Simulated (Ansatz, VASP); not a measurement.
# One calculation of SiC, two programs

```xyz
2
Lattice="0.0000 2.0139 2.0139 2.0139 0.0000 2.0139 2.0139 2.0139 0.0000" Properties=species:S:1:pos:R:3 pbc="T T T"
Si    0.0000    0.0000    0.0000
C     2.0139    2.0139    2.0139
```

Alike in both runs: task single point; functional PBE-based screened hybrid; k mesh 6 × 6 × 6; occupations fermi-dirac, width 0.02 eV; no spin polarisation.

|  | VASP | Ansatz |
| --- | --- | --- |
| version | VASP 6.6.1 | Ansatz 0.2.0 |
| potentials or method | VASP PAW PBE potentials, release 64 (Si, C) | plane waves |
| plane-wave cutoff (eV) | 520 | 420 |
| valence electrons in the cell | 8 | 8 |

|  | VASP | Ansatz | Ansatz less VASP |
| --- | --- | --- | --- |
| pressure (GPa) | 3.9 | 3.8 | -0.10 |

VASP's potentials were made for PBE, not for PBE-based screened hybrid. With one functional, cell and mesh, what is left measures potentials, basis and numerics. Ansatz's warnings: filled band counts differ across k points, stress exchange threshold loose, stress scf threshold loose.

The k mesh is coarse, so the values compare programs but aren't converged.
